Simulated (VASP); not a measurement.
Input of a VASP 6.6.1 run:

INCAR

```
SYSTEM = BN
PREC = Accurate
ENCUT = 520
EDIFF = 1E-6
ISMEAR = 0
SIGMA = 0.05
LREAL = .FALSE.
LASPH = .TRUE.
NELM = 80
ALGO = Normal
ISIF = 2
LWAVE = .FALSE.
LCHARG = .FALSE.
NBANDS = 36
```

The input KPOINTS:

```
regular mesh
0
G
  10 10 2
  0 0 0
```

File POSCAR:

```
BN
1.0
   -2.5539396017      0.0000000000      0.0000000000
    1.2769698009     -2.2117765748      0.0000000000
    0.0000000000      0.0000000000     14.1805650000
B N
6 6
Direct
    0.3333333333      0.6666666667      0.2048136668
    0.3333333333      0.6666666667      0.5028874742
    0.3333333333      0.6666666667      0.8009612815
    0.6666666667      0.3333333333      0.0557767631
    0.6666666667      0.3333333333      0.3538505705
    0.6666666667      0.3333333333      0.6519243778
    0.3333333333      0.6666666667      0.0932005258
    0.3333333333      0.6666666667      0.3912743331
    0.3333333333      0.6666666667      0.6893481405
    0.6666666667      0.3333333333      0.8383850442
    0.6666666667      0.3333333333      0.2422374295
    0.6666666667      0.3333333333      0.5403112368
```

Potentials or basis: VASP PAW LDA potentials, release 64 (B, N).

Command:

```sh
$ cat potpaw_LDA.64/B/POTCAR potpaw_LDA.64/N/POTCAR > POTCAR
$ mpirun -np 1 vasp_std > vasp.out
```

(1) What does it give for the pressure?

(2) Predict the band gap on the k mesh.

(3) Predict the largest force.

Answers

(1) -16.1 GPa.

(2) 0.11 eV, indirect (least direct gap 0.26 eV).

(3) 3.691 eV/Å.

Caveat: forces of over 1 eV/Å act on the atoms, so gaps and moduli don't describe the material at rest.
